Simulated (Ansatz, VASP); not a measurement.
This is a calculation of HfO2 for VASP 6.6.1.

Contents of INCAR:

```
PREC = Accurate ; ENCUT = 600
EDIFF = 1E-6 ; ISMEAR = 0
SIGMA = 0.011 ; LREAL = F
LASPH = T ; NELM = 120
ALGO = Normal ; ISIF = 2
LWAVE = F ; LCHARG = F
GGA = PE ; NBANDS = 18
GGA_COMPAT = F
```

File KPOINTS:

```
Automatic mesh
0
Gamma
  9 9 9
```

The input POSCAR:

```
HfO2
1.0
    0.0000000000      2.5575000000      2.5575000000
    2.5575000000      0.0000000000      2.5575000000
    2.5575000000      2.5575000000      0.0000000000
Hf O
1 2
Direct
    0.0000000000      0.0000000000      0.0000000000
    0.7500000000      0.7500000000      0.7500000000
    0.2500000000      0.2500000000      0.2500000000
```

Potentials or basis: VASP PAW PBE potentials, release 64 (Hf_pv, O).

The run is started by

```bash
$ cat potpaw_PBE.64/Hf_pv/POTCAR potpaw_PBE.64/O/POTCAR > POTCAR
$ mpirun -np 1 vasp_std > vasp.out
```

**Question.** Set up the same calculation for Ansatz 0.2.0. Potentials there: Ansatz PAW.

**Answer.** As run (the cutoff follows the program's own potentials):

File input.yaml:

```yaml
crystal:
  lattice:
    - [0.0, 2.5575, 2.5575]
    - [2.5575, 0.0, 2.5575]
    - [2.5575, 2.5575, 0.0]
  atoms:
    - { symbol: Hf, position: [0.0, 0.0, 0.0] }
    - { symbol: O, position: [0.75, 0.75, 0.75] }
    - { symbol: O, position: [0.25, 0.25, 0.25] }
hamiltonian:
  xc: pbe
  pseudopotentials: { kind: paw }
kpoints:
  mp_grid: { grid: [9, 9, 9] }
scf:
  occupations: { method: gaussian, width: 0.011 }
output:
  forces: true
  stress: true
  eigenvalues: true
```

Potentials or basis: Ansatz PAW.

Run with:

```sh
$ ansatz run input.yaml --threads 2 --pin off --max-ram 5632MiB --backend cpu --events-out ev --progress --plain --runs-dir out
```

Both were run:

|  | VASP | Ansatz | Ansatz less VASP |
| --- | --- | --- | --- |
| gap on the k mesh at the Fermi level (eV) | 3.84 | 3.83 | -0.009 |
| least direct gap on the mesh (eV) | 3.95 | 3.94 | -0.009 |
| pressure (GPa) | -6.2 | -2.5 | +3.77 |

VASP's potentials hold 22 valence electrons a cell and Ansatz's 38, so a difference there can come from the potentials and not from the codes.

Neither program's run includes spin-orbit coupling. Noted on Ansatz's run: odd divisions of the mesh miss points on the zone boundary, where band edges often lie, so the gap on the mesh can be too wide.
